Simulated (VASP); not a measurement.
Input of a VASP 6.6.1 run:

File INCAR:

```
PREC = Accurate
ENCUT = 520
EDIFF = 1E-6
ISMEAR = 0
SIGMA = 0.1
LREAL = F
LASPH = T
NELM = 80
ALGO = Normal
ISIF = 2
LWAVE = F
LCHARG = F
GGA = PE
NBANDS = 31
```

KPOINTS

```
regular mesh
0
Gamma
  10 10 10
```

The input POSCAR:

```
Si2W
1.0
    0.0000000000      3.4145455804      3.4145455804
    3.4145455804      0.0000000000      3.4145455804
    3.4145455804      3.4145455804      0.0000000000
Si W
4 2
Direct
    0.1250000000      0.1250000000      0.1250000000
    0.6250000000      0.1250000000      0.1250000000
    0.1250000000      0.1250000000      0.6250000000
    0.1250000000      0.6250000000      0.1250000000
    0.5000000000      0.5000000000      0.5000000000
    0.7500000000      0.7500000000      0.7500000000
```

Potentials or basis: VASP PAW PBE potentials, release 64 (Si, W_sv).

Run with:

```sh
$ cat potpaw_PBE.64/Si/POTCAR potpaw_PBE.64/W_sv/POTCAR > POTCAR
$ mpirun -np 1 vasp_std > vasp.out
```

Question: What does it give for the pressure?

Answer: 0.0 GPa.

Question: Estimate the band gap on the k mesh.

Answer: Zero (bands 22 and 23 overlap by 0.58 eV).

Caveat: spin-orbit coupling is left out, which moves the levels of the heavy elements.
